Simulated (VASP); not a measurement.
Wanted: the native input for a VASP 6.6.1 run.

* Task: single point
* Functional: PBE
* Potentials or basis: VASP PAW PBE potentials, release 64 (Cs_sv, H)
* Cutoff: 520 eV
* k mesh: 8 × 8 × 6
* Occupations: gaussian, width 0.1 eV
* Spin: no spin polarisation
* Dipole correction: no
* Further INCAR settings: ALGO = Normal; EDIFF = 1e-06; NBANDS = 20

The structure of CsH2 lies in POSCAR:

```
CsH2
1.0
    5.0413699567      0.0018438949      0.0110204747
   -0.1953463353      5.3779300545     -0.0089452186
   -0.0972429109     -0.6155123776      8.6285381626
Cs H
2 4
Direct
    0.2541806848      0.7736983123      0.7380019193
    0.7458193152      0.2263016877      0.2619980807
    0.7539480251      0.6007907902      0.9775790025
    0.2460519749      0.3992092098      0.0224209975
    0.2517518949      0.5270206715      0.0709430796
    0.7482481051      0.4729793285      0.9290569204
```

One way to write it, as run:

INCAR

```
SYSTEM = CsH2
ALGO = Normal
EDIFF = 1E-6
ENCUT = 520
GGA = PE
ISIF = 2
ISMEAR = 0
LASPH = .TRUE.
LCHARG = .TRUE.
LELF = .TRUE.
LREAL = .FALSE.
LVHAR = .TRUE.
LWAVE = .FALSE.
NBANDS = 20
NELM = 60
PREC = Accurate
SIGMA = 0.1
```

KPOINTS

```
k-points
0
G
  8 8 6
  0 0 0
```

Potentials or basis: VASP PAW PBE potentials, release 64 (Cs_sv, H).

Command:

```sh
$ cat potpaw_PBE.64/Cs_sv/POTCAR potpaw_PBE.64/H/POTCAR > POTCAR
$ mpirun -np 1 vasp_std > vasp.out
```

Results of the run:

- Pressure: 0.0 GPa
- Largest force: 0.016 eV/Å
- Band gap on the k mesh: zero (band 11 reaches 1.18 eV, above the bottom of band 12 at 0.38 eV)

Caveat: spin-orbit coupling is left out, which moves the levels of the heavy elements.

Run time: 9.4 min on 1 thread of Oxide Virtual Turin-like Processor, on a shared host, peak memory 0.82 GiB.
